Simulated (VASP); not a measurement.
# Zr in VASP: single point with PBE+D3(BJ)

Aim: the single point of Zr with PBE+D3(BJ).

Everything below comes from runs of VASP 6.6.1. Logs are shortened: lines on timing, memory, paths and dates and some standing lists are left out, and cuts for length are marked.

## Step 1: The cell of the first run

The cell holds a slab with vacuum, 4 atoms: a = 3.091 Å, b = 3.091 Å, c = 24.557 Å, α = 90.00°, β = 90.00°, γ = 120.00°.

## Step 2: Single point, PBE+D3(BJ)

Contents of INCAR:

```
PREC = Accurate
ENCUT = 400
EDIFF = 1E-6
ISMEAR = 1
SIGMA = 0.1
LREAL = F
LASPH = T
NELM = 120
ALGO = Normal
ISIF = 2
LWAVE = F
LCHARG = T
LDIPOL = T
IDIPOL = 3
DIPOL = 0.5 0.5 0.444
GGA = PE
IVDW = 12
LELF = T
LVHAR = T
LVACPOTAV = T
NBANDS = 32
GGA_COMPAT = F
NELMDL = -8
```

Contents of KPOINTS:

```
regular mesh
0
Gamma
  21 21 1
```

Contents of POSCAR:

```
Zr
1.0
    3.0912339410      0.0000000000      0.0000000000
   -1.5456169705      2.6770871220      0.0000000000
    0.0000000000      0.0000000000     24.5566695434
Zr
4
Direct
    0.6666666667      0.3333333333      0.2850549415
    0.3333333333      0.6666666667      0.3869746749
    0.6666666667      0.3333333333      0.4946198625
    0.3333333333      0.6666666667      0.6102481598
```

Potentials or basis: VASP PAW PBE potentials, release 64 (Zr_sv).

Launch:

```console
$ cat potpaw_PBE.64/Zr_sv/POTCAR > POTCAR
$ mpirun -np 1 vasp_std > vasp.out
```

OUTCAR:

```text
PREC = Accurate
   ENCUT = 400
   EDIFF = 1E-6
   ISMEAR = 1
   LREAL = F
   LASPH = T
   NELM = 120
   ISIF = 2
   GGA = PE
   IVDW = 12
   NELMDL = -8
 IVDW          = 12

 ion  position               nearest neighbor table
   1  0.667  0.333  0.285-   2 3.07   2 3.07   2 3.07
   2  0.333  0.667  0.387-   1 3.07   1 3.07   1 3.07   3 3.19   3 3.19   3 3.19
   3  0.667  0.333  0.495-   2 3.19   2 3.19   2 3.19   4 3.35   4 3.35   4 3.35
   4  0.333  0.667  0.610-   3 3.35   3 3.35   3 3.35

  LATTYP: Found a hexagonal cell.
 ALAT       =     3.0912339410
 C/A-ratio  =     7.9439699525

  Lattice vectors:

 A1 = (   3.0912339410,   0.0000000000,   0.0000000000)
 A2 = (  -1.5456169705,   2.6770871220,   0.0000000000)
 A3 = (   0.0000000000,   0.0000000000,  24.5566695434)

Analysis of symmetry for initial positions (statically):
=====================================================================
 Subroutine PRICEL returns:
 Original cell was already a primitive cell.

 Routine SETGRP: Setting up the symmetry group for a
 hexagonal supercell.

 Subroutine GETGRP returns: Found  6 space group operations
 (whereof  6 operations were pure point group operations)
 out of a pool of 24 trial point group operations.

The static configuration has the point symmetry C_3v.

Analysis of symmetry for dynamics (positions and initial velocities):
=====================================================================
 Subroutine PRICEL returns:
 Original cell was already a primitive cell.

 Routine SETGRP: Setting up the symmetry group for a
 hexagonal supercell.

 Subroutine GETGRP returns: Found  6 space group operations
 (whereof  6 operations were pure point group operations)
 out of a pool of 24 trial point group operations.

The dynamic configuration has the point symmetry C_3v.

 Subroutine INISYM returns: Found  6 space group operations
 (whereof  6 operations are pure point group operations),
 and found     1 'primitive' translations

----------------------------------------------------------------------------------------

                                     Primitive cell

  volume of cell :     203.2188

  direct lattice vectors                    reciprocal lattice vectors
     3.091233941  0.000000000  0.000000000     0.323495413  0.186770164  0.000000000
    -1.545616971  2.677087122  0.000000000     0.000000000  0.373540327  0.000000000
     0.000000000  0.000000000 24.556669543     0.000000000  0.000000000  0.040722134
[... 93 lines left out ...]
   NFREE  =      0    steps in history (QN), initial steepest desc. (CG)
   ISIF   =      2    stress and relaxation
   ISYM   =      2    0-nonsym 1-usesym 2-fastsym
   POTIM  = 0.5000    time-step for ionic-motion
   TEBEG  =    0.0;   TEEND  =   0.0 temperature during run
   PSTRESS=    0.0 pullay stress
   NELECT =      48.0000    total number of electrons
   NUPDOWN=      -1.0000    fix difference up-down
   EMIN   =  10.00;   EMAX   =-10.00  energy-range for DOS
   EFERMI =   0.00;   METHOD = LEGACY
   ISMEAR =     1;   SIGMA  =   0.10  broadening in eV -4-tet -1-fermi 0-gaus
   EFERMI_NEDOS =   21; number of points for ismear=-14 and -15
   IALGO  =     38    algorithm
   IMIX   =      4    mixing-type and parameters
     AMIX     =   0.40;   BMIX     =  1.00
     AMIX_MAG =   1.60;   BMIX_MAG =  1.00
  volume/ion in A,a.u.               =      50.80       342.85
  Fermi-wavevector in a.u.,A,eV,Ry     =   1.011969  1.912344 13.933477  1.024082
  Thomas-Fermi vector in A             =   2.145051
   LORBIT       =      0    0 simple, 1 ext, 2 COOP (PROOUT), +10 PAW based schemes
   GGA     = PE    functional components
   LHFCALC =     F    Hartree Fock is set to
   AEXX    =    0.0000 exact exchange contribution
   IVDW    =    12    specifies the selected vdW correction
   LEPSILON=     F    determine dielectric tensor
   LRPA    =     F    only Hartree local field effects (RPA)
 non-spin polarized calculation
 Methfessel and Paxton  Order N= 1 SIGMA  =   0.10
  energy-cutoff  :      400.00
  volume of cell :      203.22
 maximum number of plane-waves:      3735
   NGX = 11   NGY = 11   NGZ = 81

 dipolmoment           0.000000      0.000000      0.012778 electrons x Angstroem

 number of electron      48.0000001 magnetization

 dipolmoment           0.000000      0.000000     -0.014700 electrons x Angstroem

 Free energy of the ion-electron system (eV)
  ---------------------------------------------------
  ext. energy  EPLUGINS =         0.00000000
  ---------------------------------------------------
  free energy    TOTEN  =       -32.10269208 eV

  energy without entropy =      -32.10063042  energy(sigma->0) =      -32.10200486

 E-fermi :   1.8591     XC(G=0):  -5.7266

 val. band max:        1.8428131398   @ k =   0.3333   0.0000   0.0000
 cond. band min:       1.8732179200   @ k =   0.3333   0.2857   0.0000
 fundamental gap:      0.0304047802
 Fermi energy:         1.8590544759

 k-point     1 :       0.0000    0.0000    0.0000
  band No.  band energies     occupation
      1     -46.9485      2.00000
      2     -46.8493      2.00000
      3     -46.6157      2.00000
      4     -46.4971      2.00000
      5     -25.2233      2.00000
      6     -25.0894      2.00000
[... 829 lines left out ...]
     31       4.1084      0.00000
     32       4.2706      0.00000

 [... further k-points ...]

------------------------ aborting loop because EDIFF is reached ----------------------------------------

 Edisp (eV)   -1.69586

 E8    (eV) :    -0.8976

  FORCE on cell =-STRESS in cart. coord.  units (eV):
  Direction    XX          YY          ZZ          XY          YZ          ZX
  --------------------------------------------------------------------------------------
  -------------------------------------------------------------------------------------
  Total      -0.38766    -0.38766    -1.00499     0.00000     0.00000    -0.00000
  in kB      -3.05631    -3.05631    -7.92338     0.00000     0.00000    -0.00000
  external pressure =       -4.68 kB  Pullay stress =        0.00 kB

 VOLUME and BASIS-vectors are now :
 -----------------------------------------------------------------------------
  energy-cutoff  :      400.00
  volume of cell :      203.22
      direct lattice vectors                 reciprocal lattice vectors
     3.091233941  0.000000000  0.000000000     0.323495413  0.186770164  0.000000000
    -1.545616971  2.677087122  0.000000000     0.000000000  0.373540327  0.000000000
     0.000000000  0.000000000 24.556669543     0.000000000  0.000000000  0.040722134

 POSITION                                       TOTAL-FORCE (eV/Angst)
 -----------------------------------------------------------------------------------
      1.54562      0.89236      7.00000         0.000000      0.000000     -0.148708
     -0.00000      1.78472      9.50281        -0.000000      0.000000      0.088507
      1.54562      0.89236     12.14622        -0.000000      0.000000      0.539527
     -0.00000      1.78472     14.98566         0.000000      0.000000     -0.479325
 -----------------------------------------------------------------------------------
    total drift:                                0.000000      0.000000     -0.000193

  FREE ENERGIE OF THE ION-ELECTRON SYSTEM (eV)
  ---------------------------------------------------
  free  energy   TOTEN  =       -33.7985556771 eV

  energy  without entropy=      -33.7964940168  energy(sigma->0) =      -33.79786846

 vacuum level on the upper side and lower side of the slab         5.863         6.185
```

stdout:

```text
POSCAR found type information on POSCAR Zr
 POSCAR found :  1 types and       4 ions
 scaLAPACK will be used
 LDA part: xc-table for (Slater+PW92), standard interpolation
 POSCAR, INCAR and KPOINTS ok, starting setup
 FFT: planning ... GRIDC
 FFT: planning ... GRID_SOFT
 FFT: planning ... GRID
 WAVECAR not read
 entering main loop
 -----------------------------------------------------------------------------
|                                                                             |
|           W    W    AA    RRRRR   N    N  II  N    N   GGGG   !!!           |
|           W    W   A  A   R    R  NN   N  II  NN   N  G    G  !!!           |
|           W    W  A    A  R    R  N N  N  II  N N  N  G       !!!           |
|           W WW W  AAAAAA  RRRRR   N  N N  II  N  N N  G  GGG   !            |
|           WW  WW  A    A  R   R   N   NN  II  N   NN  G    G                |
|           W    W  A    A  R    R  N    N  II  N    N   GGGG   !!!           |
|                                                                             |
|     Did not find any points to average over, which means that no vacuum     |
|     field-free region was found. Please increase the size of  your cell     |
|     in the dimension of the dipole correction to obtain accurate            |
|     workfunction values.                                                    |
|                                                                             |
 -----------------------------------------------------------------------------
```

Run time: 11 min. Hardware: 1 thread of Intel Xeon 8259CL, shared host; peak memory 0.34 GiB.

Results:

- Free energy: -33.7986 eV
- Largest force: 0.540 eV/Å
- Band gap on the k mesh: zero (bands 24 and 25 overlap by 0.99 eV)
- Dispersion energy per atom: -0.424 eV

Forces on the atoms (eV/Å):
```
Zr   0.000  0.000 -0.149
Zr   0.000  0.000  0.089
Zr   0.000  0.000  0.540
Zr   0.000  0.000 -0.479
```

Levels at points of the mesh, in eV from the Fermi level:
```tsv
k point	band 22	band 23	band 24	band 25	band 26	band 27
(0.00, 0.00, 0.00)	-0.14	0.15	0.50	0.97	1.04	1.04
```
